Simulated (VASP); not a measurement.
# ScF (I4/mmm) in VASP: single point with PBE

Aim: the single point of ScF with PBE.

Program: VASP 6.6.1. These are calculated values, not measurements. Logs are shortened: lines on timing, memory, paths and dates and some standing lists are left out, and cuts for length are marked.

**1. The cell of the first run**

The structure is tetragonal, space group I4/mmm (No. 139). Conventional cell: a = 3.524 Å, b = 3.524 Å, c = 4.631 Å, α = 90.00°, β = 90.00°, γ = 90.00°. Sc (site symmetry 4/mmm) has 6 F at 2.32 to 2.49 Å within 3.1 Å. Within 3.1 Å of F (site symmetry 4/mmm) lie 6 Sc at 2.32 to 2.49 Å.

The cell was built from a structure type or drawn by symmetry, and may not be a known phase.

**2. Single point, PBE**

Contents of INCAR:

```
SYSTEM = ScF
PREC     = Accurate       ! precision mode
ENCUT    = 600            ! plane-wave cutoff, eV
EDIFF    = 1E-6           ! SCF threshold, eV
ISMEAR   = 0              ! smearing method
SIGMA    = 0.2            ! smearing width, eV
LREAL    = .FALSE.        ! projectors in reciprocal space
LASPH    = .TRUE.         ! aspherical terms in the spheres
NELM     = 120            ! most SCF steps
ALGO     = Normal         ! electronic algorithm
ISIF     = 2              ! what is computed and relaxed
LWAVE    = .FALSE.        ! write WAVECAR
LCHARG   = .FALSE.        ! write CHGCAR
GGA      = PE             ! functional
NBANDS   = 16             ! bands
GGA_COMPAT= .FALSE.
```

Contents of KPOINTS:

```
Automatic mesh
0
G
  7 7 7
  0 0 0
```

Contents of POSCAR:

```
ScF
1.0
   -1.7617840703      1.7617840703      2.3153278823
    1.7617840703     -1.7617840703      2.3153278823
    1.7617840703      1.7617840703     -2.3153278823
Sc F
1 1
Direct
    0.0000000000      0.0000000000      0.0000000000
    0.5000000000      0.5000000000      0.0000000000
```

Potentials or basis: VASP PAW PBE potentials, release 64 (Sc_sv, F).

Launch:

```
> cat potpaw_PBE.64/Sc_sv/POTCAR potpaw_PBE.64/F/POTCAR > POTCAR
> mpirun -np 1 vasp_std > vasp.out
```

OUTCAR:

```text
SYSTEM = ScF
   PREC = Accurate
   ENCUT = 600
   EDIFF = 1E-6
   ISMEAR = 0
   LREAL = .FALSE.
   LASPH = .TRUE.
   NELM = 120
   ISIF = 2
   GGA = PE

 ion  position               nearest neighbor table
   1  0.000  0.000  0.000-   2 2.32   2 2.32   2 2.49   2 2.49   2 2.49   2 2.49
   2  0.500  0.500  0.000-   1 2.32   1 2.32   1 2.49   1 2.49   1 2.49   1 2.49

  LATTYP: Found a body centered tetragonal cell.
 ALAT       =     3.5235681406
 C/A-ratio  =     1.3141950375

  Lattice vectors:

 A1 = (  -1.7617840703,   1.7617840703,   2.3153278823)
 A2 = (   1.7617840703,  -1.7617840703,   2.3153278823)
 A3 = (   1.7617840703,   1.7617840703,  -2.3153278823)

Analysis of symmetry for initial positions (statically):
=====================================================================
 Subroutine PRICEL returns:
 Original cell was already a primitive cell.

 Routine SETGRP: Setting up the symmetry group for a
 body centered tetragonal supercell.

 Subroutine GETGRP returns: Found 16 space group operations
 (whereof 16 operations were pure point group operations)
 out of a pool of 16 trial point group operations.

The static configuration has the point symmetry D_4h.

Analysis of symmetry for dynamics (positions and initial velocities):
=====================================================================
 Subroutine PRICEL returns:
 Original cell was already a primitive cell.

 Routine SETGRP: Setting up the symmetry group for a
 body centered tetragonal supercell.

 Subroutine GETGRP returns: Found 16 space group operations
 (whereof 16 operations were pure point group operations)
 out of a pool of 16 trial point group operations.

The dynamic configuration has the point symmetry D_4h.

 Subroutine INISYM returns: Found 16 space group operations
 (whereof 16 operations are pure point group operations),
 and found     1 'primitive' translations

----------------------------------------------------------------------------------------

                                     Primitive cell

  volume of cell :      28.7460

  direct lattice vectors                    reciprocal lattice vectors
    -1.761784070  1.761784070  2.315327882     0.000000000  0.283803224  0.215952135
     1.761784070 -1.761784070  2.315327882     0.283803224  0.000000000  0.215952135
     1.761784070  1.761784070 -2.315327882     0.283803224  0.283803224  0.000000000

  length of vectors
     3.401251156  3.401251156  3.401251156     0.356622482  0.356622482  0.401358369

  position of ions in fractional coordinates (direct lattice)
     0.000000000  0.000000000  0.000000000
     0.500000000  0.500000000  0.000000000

  ion indices of the primitive-cell ions
   primitive index   ion index
                 1           1
                 2           2

----------------------------------------------------------------------------------------

 KPOINTS: Automatic mesh

Automatic generation of k-mesh.
 Grid dimensions read from file:
 generate k-points for:    7    7    7

 Generating k-lattice:

  Cartesian coordinates                     Fractional coordinates (reciprocal lattice)
     0.000000000  0.040543318  0.030850305     0.142857143  0.000000000  0.000000000
     0.040543318  0.000000000  0.030850305     0.000000000  0.142857143  0.000000000
     0.040543318  0.040543318  0.000000000     0.000000000  0.000000000  0.142857143

  Length of vectors
     0.050946069  0.050946069  0.057336910

  Shift w.r.t. Gamma in fractional coordinates (k-lattice)
     0.000000000  0.000000000  0.000000000

 Subroutine IBZKPT returns following result:
 ===========================================

 Found     40 irreducible k-points:

 Following reciprocal coordinates:
            Coordinates               Weight
  0.000000  0.000000  0.000000      1.000000
  0.142857  0.000000  0.000000      8.000000
  0.285714 -0.000000  0.000000      8.000000
  0.428571  0.000000  0.000000      8.000000
  0.142857  0.142857  0.000000      8.000000
  0.285714  0.142857  0.000000     16.000000
[... 16 lines left out ...]
 -0.142857  0.285714  0.142857      8.000000
 -0.428571  0.428571  0.142857      8.000000
 [... further k-points ...]
   k-points           NKPTS =     40   k-points in BZ     NKDIM =     40   number of bands    NBANDS=     16
   number of dos      NEDOS =    301   number of ions     NIONS =      2
   total plane-waves  NPLWV =  21952
   dimension x,y,z NGX =    28 NGY =   28 NGZ =   28
   dimension x,y,z NGXF=    56 NGYF=   56 NGZF=   56
   ions per type =               1   1
   NGX,Y,Z   is equivalent  to a cutoff of  13.69, 13.69, 13.69 a.u.
   NGXF,Y,Z  is equivalent  to a cutoff of  27.37, 27.37, 27.37 a.u.
 SYSTEM =  ScF
   PREC   = accura    normal or accurate (medium, high low for compatibility)
   ISTART =      0    job   : 0-new  1-cont  2-samecut
   ICHARG =      2    charge: 1-file 2-atom 10-const
   ISPIN  =      1    spin polarized calculation?
   LNONCOLLINEAR =      F non collinear calculations
   LSORBIT =      F    spin-orbit coupling
   LASPH  =      T    aspherical Exc in radial PAW
   ENCUT  =  600.0 eV  44.10 Ry    6.64 a.u.   6.79  6.79  6.79*2*pi/ulx,y,z
   NELM   =    120;   NELMIN=  2; NELMDL= -5     # of ELM steps
   EDIFF  = 0.1E-05   stopping-criterion for ELM
   LREAL  =      F    real-space projection
[... 7 lines left out ...]
   TEBEG  =    0.0;   TEEND  =   0.0 temperature during run
   PSTRESS=    0.0 pullay stress
   NELECT =      18.0000    total number of electrons
   NUPDOWN=      -1.0000    fix difference up-down
   EMIN   =  10.00;   EMAX   =-10.00  energy-range for DOS
   EFERMI =   0.00;   METHOD = LEGACY
   ISMEAR =     0;   SIGMA  =   0.20  broadening in eV -4-tet -1-fermi 0-gaus
   EFERMI_NEDOS =   21; number of points for ismear=-14 and -15
   IALGO  =     38    algorithm
   IMIX   =      4    mixing-type and parameters
     AMIX     =   0.40;   BMIX     =  1.00
     AMIX_MAG =   1.60;   BMIX_MAG =  1.00
  volume/ion in A,a.u.               =      14.37        96.99
  Fermi-wavevector in a.u.,A,eV,Ry     =   1.400575  2.646703 26.689330  1.961610
  Thomas-Fermi vector in A             =   2.523522
   LORBIT       =      0    0 simple, 1 ext, 2 COOP (PROOUT), +10 PAW based schemes
   GGA     = PE    functional components
   LHFCALC =     F    Hartree Fock is set to
   AEXX    =    0.0000 exact exchange contribution
   IVDW    =     0    specifies the selected vdW correction
   LEPSILON=     F    determine dielectric tensor
   LRPA    =     F    only Hartree local field effects (RPA)
 non-spin polarized calculation
 Gauss-broadening in eV      SIGMA  =   0.20
  energy-cutoff  :      600.00
  volume of cell :       28.75
 maximum number of plane-waves:       973
   NGX = 13   NGY = 13   NGZ = 13

 number of electron      18.0000005 magnetization

 Free energy of the ion-electron system (eV)
  ---------------------------------------------------
  ext. energy  EPLUGINS =         0.00000000
  ---------------------------------------------------
  free energy    TOTEN  =       -11.72405882 eV

  energy without entropy =      -11.67413770  energy(sigma->0) =      -11.69909826

 E-fermi :   6.1340     XC(G=0): -10.6342

 val. band max:        6.1154820633   @ k =   0.2857   0.1429   0.1429
 cond. band min:       6.1347607170   @ k =  -0.1429   0.4286   0.1429
 fundamental gap:      0.0192786536
 Fermi energy:         6.1340114572

 k-point     1 :       0.0000    0.0000    0.0000
  band No.  band energies     occupation
      1     -44.2321      2.00000
      2     -22.7798      2.00000
      3     -22.7744      2.00000
      4     -22.7744      2.00000
      5     -20.7221      2.00000
      6      -1.8339      2.00000
[... 8 lines left out ...]
     15      16.3173      0.00000
     16      21.5199      0.00000

 k-point     2 :       0.1429    0.0000    0.0000
  band No.  band energies     occupation
      1     -44.2252      2.00000
      2     -22.9101      2.00000
      3     -22.7828      2.00000
      4     -22.7800      2.00000
      5     -20.5904      2.00000
      6      -2.1645      2.00000
[... 8 lines left out ...]
     15      16.4121      0.00000
     16      20.5574      0.00000

 k-point     3 :       0.2857   -0.0000    0.0000
  band No.  band energies     occupation
      1     -44.2096      2.00000
      2     -23.1642      2.00000
      3     -22.8017      2.00000
      4     -22.7867      2.00000
      5     -20.3385      2.00000
      6      -2.8320      2.00000
[... 8 lines left out ...]
     15      14.9026      0.00000
     16      18.6809      0.00000

 k-point     4 :       0.4286    0.0000    0.0000
  band No.  band energies     occupation
      1     -44.1970      2.00000
      2     -23.3392      2.00000
      3     -22.8167      2.00000
      4     -22.7921      2.00000
      5     -20.1651      2.00000
      6      -3.2793      2.00000
[... 8 lines left out ...]
     15      12.7929      0.00000
     16      16.9809      0.00000

 k-point     5 :       0.1429    0.1429    0.0000
  band No.  band energies     occupation
      1     -44.2149      2.00000
      2     -23.0746      2.00000
      3     -22.8120      2.00000
      4     -22.7824      2.00000
      5     -20.4104      2.00000
      6      -2.6286      2.00000
[... 8 lines left out ...]
     15      15.9942      0.00000
     16      18.0634      0.00000

 k-point     6 :       0.2857    0.1429    0.0000
  band No.  band energies     occupation
      1     -44.2005      2.00000
      2     -23.2456      2.00000
      3     -22.8439      2.00000
      4     -22.7937      2.00000
      5     -20.2385      2.00000
      6      -3.0541      2.00000
[... 8 lines left out ...]
     15      14.1247      0.00000
     16      16.2141      0.00000

 k-point     7 :       0.4286    0.1429   -0.0000
  band No.  band energies     occupation
      1     -44.1928      2.00000
      2     -23.3111      2.00000
      3     -22.8523      2.00000
      4     -22.8062      2.00000
      5     -20.1890      2.00000
      6      -3.2002      2.00000
[... 8 lines left out ...]
     15      12.3455      0.00000
     16      15.7483      0.00000

 k-point     8 :      -0.4286    0.1429   -0.0000
  band No.  band energies     occupation
      1     -44.1977      2.00000
      2     -23.2310      2.00000
      3     -22.8343      2.00000
      4     -22.8116      2.00000
      5     -20.2851      2.00000
      6      -3.0281      2.00000
[... 8 lines left out ...]
     15      13.5016      0.00000
     16      16.6737      0.00000

 k-point     9 :      -0.2857    0.1429   -0.0000
  band No.  band energies     occupation
      1     -44.2115      2.00000
      2     -23.0439      2.00000
      3     -22.8102      2.00000
      4     -22.8040      2.00000
      5     -20.4708      2.00000
      6      -2.6561      2.00000
[... 8 lines left out ...]
     15      15.9656      0.00000
     16      18.2061      0.00000
[... 172 lines left out ...]
 k-point    19 :      -0.1429    0.1429    0.1429
  band No.  band energies     occupation
      1     -44.2164      2.00000
      2     -22.9725      2.00000
      3     -22.8222      2.00000
      4     -22.7877      2.00000
      5     -20.5280      2.00000
      6      -2.4728      2.00000
[... 8 lines left out ...]
     15      16.4659      0.00000
     16      17.7825      0.00000

 k-point    20 :       0.2857    0.2857    0.1429
  band No.  band energies     occupation
      1     -44.1875      2.00000
      2     -23.1246      2.00000
      3     -22.9498      2.00000
      4     -22.8832      2.00000
      5     -20.3038      2.00000
      6      -2.7567      2.00000
[... 8 lines left out ...]
     15      12.3755      0.00000
     16      13.1538      0.00000

 k-point    21 :       0.4286    0.2857    0.1429
  band No.  band energies     occupation
      1     -44.1889      2.00000
      2     -23.0798      2.00000
      3     -22.9315      2.00000
      4     -22.8724      2.00000
      5     -20.4049      2.00000
      6      -2.7262      2.00000
[... 8 lines left out ...]
     15      13.0681      0.00000
     16      14.5193      0.00000

 k-point    22 :      -0.2857    0.2857    0.1429
  band No.  band energies     occupation
      1     -44.2002      2.00000
      2     -23.0632      2.00000
      3     -22.8714      2.00000
      4     -22.8194      2.00000
      5     -20.4578      2.00000
      6      -2.7968      2.00000
[... 8 lines left out ...]
     15      15.3684      0.00000
     16      15.7720      0.00000

 k-point    23 :      -0.1429    0.2857    0.1429
  band No.  band energies     occupation
      1     -44.2017      2.00000
      2     -23.1461      2.00000
      3     -22.8396      2.00000
      4     -22.8081      2.00000
      5     -20.3717      2.00000
      6      -2.8875      2.00000
[... 8 lines left out ...]
     15      14.3794      0.00000
     16      16.7381      0.00000

 k-point    24 :      -0.4286    0.4286    0.1429
  band No.  band energies     occupation
      1     -44.1874      2.00000
      2     -23.0258      2.00000
      3     -22.9108      2.00000
      4     -22.8811      2.00000
      5     -20.5197      2.00000
      6      -2.6935      2.00000
[... 8 lines left out ...]
     15      13.1723      0.00000
     16      15.1039      0.00000

 [... further k-points ...]

------------------------ aborting loop because EDIFF is reached ----------------------------------------

  FORCE on cell =-STRESS in cart. coord.  units (eV):
  Direction    XX          YY          ZZ          XY          YZ          ZX
  --------------------------------------------------------------------------------------
  -------------------------------------------------------------------------------------
  Total       -0.0489088     -0.0489088      0.1625204      0.0000000      0.0000000      0.0000000
  in kB       -2.7259643     -2.7259643      9.0581724      0.0000000      0.0000000      0.0000000
  external PRESSURE =       1.2020813 kB  Pullay stress =       0.0000000 kB

 VOLUME and BASIS-vectors are now :
 -----------------------------------------------------------------------------
  energy-cutoff  :      600.00
  volume of cell :       28.75
      direct lattice vectors                 reciprocal lattice vectors
    -1.761784070  1.761784070  2.315327882     0.000000000  0.283803224  0.215952135
     1.761784070 -1.761784070  2.315327882     0.283803224  0.000000000  0.215952135
     1.761784070  1.761784070 -2.315327882     0.283803224  0.283803224  0.000000000

 POSITION                                       TOTAL-FORCE (eV/Angst)
 -----------------------------------------------------------------------------------
      0.00000      0.00000      0.00000        -0.000000     -0.000000      0.000000
      0.00000      0.00000      2.31533         0.000000      0.000000     -0.000000
 -----------------------------------------------------------------------------------
    total drift:                                0.000000     -0.000000      0.000000

  FREE ENERGIE OF THE ION-ELECTRON SYSTEM (eV)
  ---------------------------------------------------
  free  energy   TOTEN  =       -11.7240588194 eV

  energy  without entropy=      -11.6741377029  energy(sigma->0) =      -11.69909826
```

It took 20 s on 1 thread of Intel Xeon Platinum 8488C (Sapphire Rapids), shared host; peak memory 0.16 GiB.

What came out:

- Free energy: -11.7241 eV
- Pressure: 0.1 GPa
- Band gap on the k mesh: zero (bands 9 and 10 overlap by 0.68 eV)

Levels at points of the mesh, in eV from the Fermi level:
```
           k point  band 7  band 8  band 9  band 10  band 11  band 12
(0.00, 0.00, 0.00)   -7.89   -7.89   -2.77     0.18     0.18     0.61
```
